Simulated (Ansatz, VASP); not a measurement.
# Two plane-wave programs on Pt

Contents of INCAR:

```
SYSTEM = Pt
PREC = Accurate ; ENCUT = 520
EDIFF = 1E-6 ; ISMEAR = 0
SIGMA = 0.15 ; LREAL = .FALSE.
LASPH = .TRUE. ; NELM = 80
ALGO = Fast ; ISIF = 2
LWAVE = .FALSE. ; LCHARG = .TRUE.
GGA = PS ; LELF = .TRUE.
LVHAR = .TRUE. ; NBANDS = 39
```

Contents of KPOINTS:

```
regular mesh
0
G
  24 24 5
  0 0 0
```

POSCAR

```
Pt
1.0
    1.9590303458     -1.9590303458      0.0000000000
    1.9590303458      0.0000000000     -1.9590303458
    8.4134716524      8.4134716524      8.4134716524
Pt
6
Direct
    0.6666666667      0.6666666667      0.0775993003
    0.0000000000      0.0000000000      0.8537475328
    0.3333333333      0.3333333333      0.2328289468
    0.6666666667      0.6666666667      0.5432882398
    0.0000000000      0.0000000000      0.3880585933
    0.3333333333      0.3333333333      0.6985178863
```

Input for Ansatz:

```yaml
crystal:
  lattice:
    - [1.9590303458, -1.9590303458, 0.0]
    - [1.9590303458, 0.0, -1.9590303458]
    - [8.4134716524, 8.4134716524, 8.4134716524]
  atoms:
    - { symbol: Pt, position: [0.6666666667, 0.6666666667, 0.0775993003] }
    - { symbol: Pt, position: [0.0, 0.0, 0.8537475328] }
    - { symbol: Pt, position: [0.3333333333, 0.3333333333, 0.2328289468] }
    - { symbol: Pt, position: [0.6666666667, 0.6666666667, 0.5432882398] }
    - { symbol: Pt, position: [0.0, 0.0, 0.3880585933] }
    - { symbol: Pt, position: [0.3333333333, 0.3333333333, 0.6985178863] }
basis:
  ecutwfc: 420
kpoints:
  mp_grid: { grid: [24, 24, 5] }
hamiltonian:
  xc: pbesol
scf:
  occupations: { method: gaussian, width: 0.15 }
output:
  forces: true
  stress: true
  eigenvalues: true
```

Alike in both runs: task single point; functional PBEsol; k mesh 24 × 24 × 5; occupations gaussian, width 0.15 eV; no spin polarisation.

|  | VASP | Ansatz |
| --- | --- | --- |
| version | VASP 6.6.1 | Ansatz 0.2.0 |
| potentials or method | VASP PAW PBE potentials, release 64 (Pt), cutoff 520 eV | scalar-relativistic, plane waves, PAW |
| valence electrons in the cell | 60 | 108 |

Ansatz gave:

| Item | Value |
| --- | --- |
| gap on the k mesh at the Fermi level (eV) | none |
| pressure (GPa) | -5.8 |
| traceless stress, the component that is largest in VASP (GPa) | 0.43 |
| rms of the force components (eV/Å) | 0.305 |

Question: Estimate VASP's values.

Answer: gap on the k mesh at the Fermi level (eV): none; pressure (GPa): -6.2; traceless stress, the component that is largest in VASP (GPa): 0.41; rms of the force components (eV/Å): 0.298.

VASP's potentials were made for PBE, not for PBEsol. Atom by atom the forces differ by 0.007 eV/Å (rms over components). A gap of «none» marks a metal or a gap that the smearing closes. VASP's potentials hold 60 valence electrons a cell and Ansatz's 108, so a difference there can come from the potentials and not from the codes.

Spin-orbit coupling is off throughout.
